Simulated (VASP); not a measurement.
# Sb (Fm-3m) in VASP: a series of runs

Sb is run at these levels: PBEsol; tasks: single point.

All numbers are computed with VASP 6.6.1; they aren't measurements. Logs are shortened: lines on timing, memory, paths and dates and some standing lists are left out, and cuts for length are marked.

### 1 The cell of the first run

The structure is cubic, space group Fm-3m (No. 225). Conventional cell: a = 4.147 Å, b = 4.147 Å, c = 4.147 Å, α = 90.00°, β = 90.00°, γ = 90.00°. Within 3.9 Å of Sb (site symmetry m-3m) lie 12 Sb at 2.93 Å.

### 2 Single point, PBEsol (volume scaled by 0.68)

Input file INCAR:

```
ALGO = Normal ; EDIFF = 1E-6
ENCUT = 520 ; GGA = PS
ISIF = 2 ; ISMEAR = -1
LASPH = True ; LCHARG = False
LREAL = False ; LWAVE = False
NBANDS = 8 ; NELM = 60
PREC = Accurate ; SIGMA = 0.1
```

Input file KPOINTS:

```
k-points
0
Gamma
  15 15 15
```

Input file POSCAR:

```
Sb
1.0
    0.0000000000      2.0733003436      2.0733003436
    2.0733003436      0.0000000000      2.0733003436
    2.0733003436      2.0733003436      0.0000000000
Sb
1
Direct
    0.0000000000      0.0000000000      0.0000000000
```

Potentials or basis: VASP PAW PBE potentials, release 64 (Sb).

Launch:

```bash
> cat potpaw_PBE.64/Sb/POTCAR > POTCAR
> mpirun -np 1 vasp_std > vasp.out
```

OUTCAR:

```text
EDIFF = 1E-6
   ENCUT = 520
   GGA = PS
   ISIF = 2
   ISMEAR = -1
   LASPH = True
   LREAL = False
   NELM = 60
   PREC = Accurate

 ion  position               nearest neighbor table
   1  0.000  0.000  0.000-

  LATTYP: Found a face centered cubic cell.
 ALAT       =     4.1466006872

  Lattice vectors:

 A1 = (   0.0000000000,   2.0733003436,   2.0733003436)
 A2 = (   2.0733003436,   0.0000000000,   2.0733003436)
 A3 = (   2.0733003436,   2.0733003436,   0.0000000000)

Analysis of symmetry for initial positions (statically):
=====================================================================
 Subroutine PRICEL returns:
 Original cell was already a primitive cell.

 Routine SETGRP: Setting up the symmetry group for a
 face centered cubic supercell.

 Subroutine GETGRP returns: Found 48 space group operations
 (whereof 48 operations were pure point group operations)
 out of a pool of 48 trial point group operations.

The static configuration has the point symmetry O_h .

Analysis of symmetry for dynamics (positions and initial velocities):
=====================================================================
 Subroutine PRICEL returns:
 Original cell was already a primitive cell.

 Routine SETGRP: Setting up the symmetry group for a
 face centered cubic supercell.

 Subroutine GETGRP returns: Found 48 space group operations
 (whereof 48 operations were pure point group operations)
 out of a pool of 48 trial point group operations.

The dynamic configuration has the point symmetry O_h .

 Subroutine INISYM returns: Found 48 space group operations
 (whereof 48 operations are pure point group operations),
 and found     1 'primitive' translations

----------------------------------------------------------------------------------------

                                     Primitive cell

  volume of cell :      17.8245

  direct lattice vectors                    reciprocal lattice vectors
     0.000000000  2.073300344  2.073300344    -0.241161393  0.241161393  0.241161393
     2.073300344  0.000000000  2.073300344     0.241161393 -0.241161393  0.241161393
     2.073300344  2.073300344  0.000000000     0.241161393  0.241161393 -0.241161393

  length of vectors
     2.932089465  2.932089465  2.932089465     0.417703786  0.417703786  0.417703786

  position of ions in fractional coordinates (direct lattice)
     0.000000000  0.000000000  0.000000000

  ion indices of the primitive-cell ions
   primitive index   ion index
                 1           1

----------------------------------------------------------------------------------------

 KPOINTS: k-points

Automatic generation of k-mesh.
 Grid dimensions read from file:
 generate k-points for:   15   15   15

 Generating k-lattice:

  Cartesian coordinates                     Fractional coordinates (reciprocal lattice)
    -0.016077426  0.016077426  0.016077426     0.066666667  0.000000000  0.000000000
     0.016077426 -0.016077426  0.016077426     0.000000000  0.066666667  0.000000000
     0.016077426  0.016077426 -0.016077426     0.000000000  0.000000000  0.066666667

  Length of vectors
     0.027846919  0.027846919  0.027846919

  Shift w.r.t. Gamma in fractional coordinates (k-lattice)
     0.000000000  0.000000000  0.000000000

 Subroutine IBZKPT returns following result:
 ===========================================

 Found    120 irreducible k-points:

 Following reciprocal coordinates:
            Coordinates               Weight
  0.000000  0.000000  0.000000      1.000000
  0.066667  0.000000  0.000000      8.000000
  0.133333  0.000000  0.000000      8.000000
  0.200000  0.000000  0.000000      8.000000
  0.266667  0.000000  0.000000      8.000000
  0.333333  0.000000  0.000000      8.000000
[... 16 lines left out ...]
  0.133333  0.133333  0.000000      6.000000
  0.200000  0.133333  0.000000     24.000000
 [... further k-points ...]
   k-points           NKPTS =    120   k-points in BZ     NKDIM =    120   number of bands    NBANDS=      8
   number of dos      NEDOS =    301   number of ions     NIONS =      1
   total plane-waves  NPLWV =  13824
   dimension x,y,z NGX =    24 NGY =   24 NGZ =   24
   dimension x,y,z NGXF=    48 NGYF=   48 NGZF=   48
   ions per type =               1
   NGX,Y,Z   is equivalent  to a cutoff of  13.61, 13.61, 13.61 a.u.
   NGXF,Y,Z  is equivalent  to a cutoff of  27.22, 27.22, 27.22 a.u.
 SYSTEM =  unknown system
   PREC   = accura    normal or accurate (medium, high low for compatibility)
   ISTART =      0    job   : 0-new  1-cont  2-samecut
   ICHARG =      2    charge: 1-file 2-atom 10-const
   ISPIN  =      1    spin polarized calculation?
   LNONCOLLINEAR =      F non collinear calculations
   LSORBIT =      F    spin-orbit coupling
   LASPH  =      T    aspherical Exc in radial PAW
   ENCUT  =  520.0 eV  38.22 Ry    6.18 a.u.   5.45  5.45  5.45*2*pi/ulx,y,z
   NELM   =     60;   NELMIN=  2; NELMDL= -5     # of ELM steps
   EDIFF  = 0.1E-05   stopping-criterion for ELM
   LREAL  =      F    real-space projection
   EDIFFG = 0.1E-04   stopping-criterion for IOM
   NSW    =      0    number of steps for IOM
   IBRION =     -1    ionic relax: 0-MD 1-quasi-New 2-CG
   NFREE  =      0    steps in history (QN), initial steepest desc. (CG)
   ISIF   =      2    stress and relaxation
   ISYM   =      2    0-nonsym 1-usesym 2-fastsym
   POTIM  = 0.5000    time-step for ionic-motion
   TEBEG  =    0.0;   TEEND  =   0.0 temperature during run
   PSTRESS=    0.0 pullay stress
   NELECT =       5.0000    total number of electrons
   NUPDOWN=      -1.0000    fix difference up-down
   EMIN   =  10.00;   EMAX   =-10.00  energy-range for DOS
   EFERMI =   0.00;   METHOD = LEGACY
   ISMEAR =    -1;   SIGMA  =   0.10  broadening in eV -4-tet -1-fermi 0-gaus
   EFERMI_NEDOS =   21; number of points for ismear=-14 and -15
   IALGO  =     38    algorithm
   IMIX   =      4    mixing-type and parameters
     AMIX     =   0.40;   BMIX     =  1.00
     AMIX_MAG =   1.60;   BMIX_MAG =  1.00
  volume/ion in A,a.u.               =      17.82       120.29
  Fermi-wavevector in a.u.,A,eV,Ry     =   1.071666  2.025154 15.625844  1.148467
  Thomas-Fermi vector in A             =   2.207413
   LORBIT       =      0    0 simple, 1 ext, 2 COOP (PROOUT), +10 PAW based schemes
   GGA     = PS    functional components
   LHFCALC =     F    Hartree Fock is set to
   AEXX    =    0.0000 exact exchange contribution
   IVDW    =     0    specifies the selected vdW correction
   LEPSILON=     F    determine dielectric tensor
   LRPA    =     F    only Hartree local field effects (RPA)
 non-spin polarized calculation
  energy-cutoff  :      520.00
  volume of cell :       17.82
 maximum number of plane-waves:       531
 NGX is ok and might be reduce to    24
   NGX = 11   NGY = 11   NGZ = 11

 number of electron       5.0000000 magnetization

 Free energy of the ion-electron system (eV)
  ---------------------------------------------------
  ext. energy  EPLUGINS =         0.00000000
  ---------------------------------------------------
  free energy    TOTEN  =        -3.15105854 eV

  energy without entropy =       -3.13553166  energy(sigma->0) =       -3.14329510

 E-fermi :  14.9094     XC(G=0): -12.2135

 val. band max:       14.8803738089   @ k =  -0.4667   0.4000   0.0667
 cond. band min:      14.9872943074   @ k =   0.4667   0.4000   0.0667
 fundamental gap:      0.1069204985
 Fermi energy:        14.9094238557

 k-point     1 :       0.0000    0.0000    0.0000
  band No.  band energies     occupation
      1      -2.1188      2.00000
      2      23.7126      0.00000
      3      23.7126      0.00000
      4      23.7126      0.00000
      5      24.7140      0.00000
      6      26.4266      0.00000
      7      26.4266      0.00000
      8      26.4266      0.00000

 k-point     2 :       0.0667    0.0000    0.0000
  band No.  band energies     occupation
      1      -1.9927      2.00000
      2      21.9951      0.00000
      3      23.4179      0.00000
      4      23.4179      0.00000
      5      24.4854      0.00000
      6      26.8460      0.00000
      7      26.8460      0.00000
      8      27.9885      0.00000

 k-point     3 :       0.1333    0.0000    0.0000
  band No.  band energies     occupation
      1      -1.6139      2.00000
      2      19.1589      0.00000
      3      22.8280      0.00000
      4      22.8280      0.00000
      5      24.4162      0.00000
      6      27.7744      0.00000
      7      27.7744      0.00000
      8      29.2418      0.00000

 k-point     4 :       0.2000    0.0000    0.0000
  band No.  band energies     occupation
      1      -0.9810      2.00000
      2      16.2567      0.00000
      3      22.2239      0.00000
      4      22.2239      0.00000
      5      24.3566      0.00000
      6      27.8383      0.00000
      7      27.8383      0.00000
      8      28.9154      0.00000

 k-point     5 :       0.2667    0.0000    0.0000
  band No.  band energies     occupation
      1      -0.0927      2.00000
      2      13.4564      2.00000
      3      21.6960      0.00000
      4      21.6960      0.00000
      5      24.2940      0.00000
      6      26.8636      0.00000
      7      26.8636      0.00000
      8      27.9416      0.00000

 k-point     6 :       0.3333    0.0000    0.0000
  band No.  band energies     occupation
      1       1.0499      2.00000
      2      10.8326      2.00000
      3      21.2766      0.00000
      4      21.2766      0.00000
      5      24.2294      0.00000
      6      26.0713      0.00000
      7      26.0713      0.00000
      8      27.1761      0.00000

 k-point     7 :       0.4000    0.0000    0.0000
  band No.  band energies     occupation
      1       2.4350      2.00000
      2       8.4395      2.00000
      3      20.9842      0.00000
      4      20.9842      0.00000
      5      24.1697      0.00000
      6      25.5291      0.00000
      7      25.5291      0.00000
      8      26.6680      0.00000

 k-point     8 :       0.4667    0.0000    0.0000
  band No.  band energies     occupation
      1       3.9627      2.00000
      2       6.4021      2.00000
      3      20.8336      0.00000
      4      20.8336      0.00000
      5      24.1314      0.00000
      6      25.2552      0.00000
      7      25.2552      0.00000
      8      26.4194      0.00000

 k-point     9 :       0.0667    0.0667    0.0000
  band No.  band energies     occupation
      1      -1.9507      2.00000
      2      22.5761      0.00000
      3      22.5761      0.00000
      4      23.2046      0.00000
      5      23.7944      0.00000
      6      27.6066      0.00000
      7      27.6265      0.00000
      8      27.6265      0.00000

 k-point    10 :       0.1333    0.0667    0.0000
  band No.  band energies     occupation
      1      -1.6561      2.00000
      2      20.1879      0.00000
      3      21.7577      0.00000
      4      22.8890      0.00000
      5      24.2125      0.00000
      6      27.4064      0.00000
      7      27.6611      0.00000
      8      28.6362      0.00000
[... 78 lines left out ...]
 k-point    18 :      -0.3333    0.0667    0.0000
  band No.  band energies     occupation
      1       1.5979      2.00000
      2      10.1144      2.00000
      3      19.3371      0.00000
      4      21.6554      0.00000
      5      24.1358      0.00000
      6      25.6182      0.00000
      7      26.1733      0.00000
      8      28.5652      0.00000

 k-point    19 :      -0.2667    0.0667    0.0000
  band No.  band energies     occupation
      1       0.3726      2.00000
      2      12.6619      2.00000
      3      19.5096      0.00000
      4      22.4309      0.00000
      5      24.6932      0.00000
      6      25.9812      0.00000
      7      26.3571      0.00000
      8      29.3358      0.00000

 k-point    20 :      -0.2000    0.0667    0.0000
  band No.  band energies     occupation
      1      -0.6007      2.00000
      2      15.4025      0.01433
      3      19.8799      0.00000
      4      23.1931      0.00000
      5      25.0035      0.00000
      6      26.6423      0.00000
      7      27.0083      0.00000
      8      28.5958      0.00000

 k-point    21 :      -0.1333    0.0667    0.0000
  band No.  band energies     occupation
      1      -1.3189      2.00000
      2      18.2710      0.00000
      3      20.4338      0.00000
      4      23.8026      0.00000
      5      24.9917      0.00000
      6      27.0800      0.00000
      7      27.9706      0.00000
      8      28.0343      0.00000

 k-point    22 :      -0.0667    0.0667    0.0000
  band No.  band energies     occupation
      1      -1.7824      2.00000
      2      21.0809      0.00000
      3      21.2138      0.00000
      4      23.9645      0.00000
      5      24.7351      0.00000
      6      26.5843      0.00000
      7      27.8490      0.00000
      8      29.1101      0.00000

 k-point    23 :       0.1333    0.1333    0.0000
  band No.  band energies     occupation
      1      -1.4457      2.00000
      2      20.7917      0.00000
      3      20.7917      0.00000
      4      21.9929      0.00000
      5      22.5719      0.00000
      6      25.9113      0.00000
      7      29.6077      0.00000
      8      29.6110      0.00000

 k-point    24 :       0.2000    0.1333    0.0000
  band No.  band energies     occupation
      1      -0.9818      2.00000
      2      18.4646      0.00000
      3      19.9934      0.00000
      4      21.5508      0.00000
      5      23.0225      0.00000
      6      24.6286      0.00000
      7      29.4534      0.00000
      8      30.6329      0.00000

 [... further k-points ...]

------------------------ aborting loop because EDIFF is reached ----------------------------------------

  FORCE on cell =-STRESS in cart. coord.  units (eV):
  Direction    XX          YY          ZZ          XY          YZ          ZX
  --------------------------------------------------------------------------------------
  -------------------------------------------------------------------------------------
  Total        7.1068443      7.1068443      7.1068443     -0.0000000      0.0000000     -0.0000000
  in kB      638.8085627    638.8085627    638.8085627     -0.0000000      0.0000000     -0.0000000
  external PRESSURE =     638.8085627 kB  Pullay stress =       0.0000000 kB

 VOLUME and BASIS-vectors are now :
 -----------------------------------------------------------------------------
  energy-cutoff  :      520.00
  volume of cell :       17.82
      direct lattice vectors                 reciprocal lattice vectors
     0.000000000  2.073300344  2.073300344    -0.241161393  0.241161393  0.241161393
     2.073300344  0.000000000  2.073300344     0.241161393 -0.241161393  0.241161393
     2.073300344  2.073300344  0.000000000     0.241161393  0.241161393 -0.241161393

 POSITION                                       TOTAL-FORCE (eV/Angst)
 -----------------------------------------------------------------------------------
      0.00000      0.00000      0.00000        -0.000000     -0.000000     -0.000000
 -----------------------------------------------------------------------------------
    total drift:                                0.000000      0.000000     -0.000000

  FREE ENERGIE OF THE ION-ELECTRON SYSTEM (eV)
  ---------------------------------------------------
  free  energy   TOTEN  =        -3.1510585354 eV

  energy  without entropy=       -3.1355316556  energy(sigma->0) =       -3.14329510
```

Run time: 5.4 s. Hardware: 1 thread of Intel Xeon 6975P-C (Granite Rapids), shared host; peak memory 0.15 GiB.

What came out:

- Free energy: -3.1511 eV
- Pressure: 63.9 GPa

Levels at points of the mesh, in eV from the Fermi level:
```csv
k point,band 1,band 2,band 3,band 4,band 5,band 6,band 7
"(0.00, 0.00, 0.00)",-17.03,8.80,8.80,8.80,9.80,11.52,11.52
```

Caveat: the PAW data sets were made with another functional, which shifts forces and pressure a little; spin-orbit coupling is left out, which moves the levels of the heavy elements.

### 3 Single point, PBEsol (volume scaled by 0.84)

Input file INCAR:

```
ALGO = Normal
EDIFF = 1E-6
ENCUT = 520
GGA = PS
ISIF = 2
ISMEAR = -1
LASPH = True
LCHARG = False
LREAL = False
LWAVE = False
NBANDS = 8
NELM = 100
PREC = Accurate
SIGMA = 0.1
```

KPOINTS is that of step 2.

Input file POSCAR:

```
Sb
1.0
    0.0000000000      2.2246021065      2.2246021065
    2.2246021065      0.0000000000      2.2246021065
    2.2246021065      2.2246021065      0.0000000000
Sb
1
Direct
    0.0000000000      0.0000000000      0.0000000000
```

Potentials or basis: VASP PAW PBE potentials, release 64 (Sb).

Launch:

```bash
> cat potpaw_PBE.64/Sb/POTCAR > POTCAR
> mpirun -np 1 vasp_std > vasp.out
```

Run time: 4.7 s. Hardware: 1 thread of Intel Xeon 6975P-C (Granite Rapids), shared host; peak memory 0.14 GiB.

The run converged. Its results:

- Free energy: -4.1158 eV
- Pressure: 17.6 GPa

Levels at points of the mesh, in eV from the Fermi level:
```csv
k point,band 1,band 2,band 3,band 4,band 5
"(0.00, 0.00, 0.00)",-14.76,6.87,6.87,6.87,10.12
```

Caveat: the PAW data sets were made with another functional, which shifts forces and pressure a little; spin-orbit coupling is left out, which moves the levels of the heavy elements.

### 4 Single point, PBEsol (volume scaled by 0.92)

Input file INCAR:

```
SYSTEM = Sb
PREC = Accurate ; ENCUT = 520
EDIFF = 1E-6 ; ISMEAR = -1
SIGMA = 0.1 ; LREAL = .False.
LASPH = .True. ; NELM = 100
ALGO = Normal ; ISIF = 2
LWAVE = .False. ; LCHARG = .False.
GGA = PS ; NBANDS = 8
```

Input file KPOINTS:

```
Automatic mesh
0
Gamma
  15 15 15
  0 0 0
```

Input file POSCAR:

```
Sb
1.0
    0.0000000000      2.2930939995      2.2930939995
    2.2930939995      0.0000000000      2.2930939995
    2.2930939995      2.2930939995      0.0000000000
Sb
1
Direct
    0.0000000000      0.0000000000      0.0000000000
```

Launch:

```bash
> cat potpaw_PBE.64/Sb/POTCAR > POTCAR
> mpirun -np 1 vasp_std > vasp.out
```

It took 4.8 s on 1 thread of Intel Xeon 6975P-C (Granite Rapids), shared host; peak memory 0.15 GiB.

The run converged. Its results:

```yaml
Free_energy: -4.2698 eV
Pressure: 6.8 GPa
```

Levels at points of the mesh, in eV from the Fermi level:
| k point | band 1 | band 2 | band 3 | band 4 | band 5 |
| --- | --- | --- | --- | --- | --- |
| (0.00, 0.00, 0.00) | -13.91 | 6.12 | 6.12 | 6.12 | 10.18 |

Caveat: the PAW data sets were made with another functional, which shifts forces and pressure a little; spin-orbit coupling is left out, which moves the levels of the heavy elements.

### 5 The runs side by side

| cell | gap on the mesh (eV) | pressure (GPa) |
| --- | --- | --- |
| a = 2.932 Å, angles 60.0°, 1 atom | none | 63.9 |
| a = 3.146 Å, angles 60.0°, 1 atom | none | 17.6 |
| a = 3.243 Å, angles 60.0°, 1 atom | none | 6.8 |

Alike in all rows: task single point; level PBEsol; potentials or basis VASP PAW PBE potentials, release 64 (Sb); no spin polarisation; k mesh 15 × 15 × 15; cutoff (eV) 520; smearing fermi-dirac 0.1 eV.

Caveats: the PAW data sets were made with another functional, which shifts forces and pressure a little; spin-orbit coupling is left out, which moves the levels of the heavy elements.

Total energies depend on the potentials used, so only differences within one code and one set of settings carry meaning.
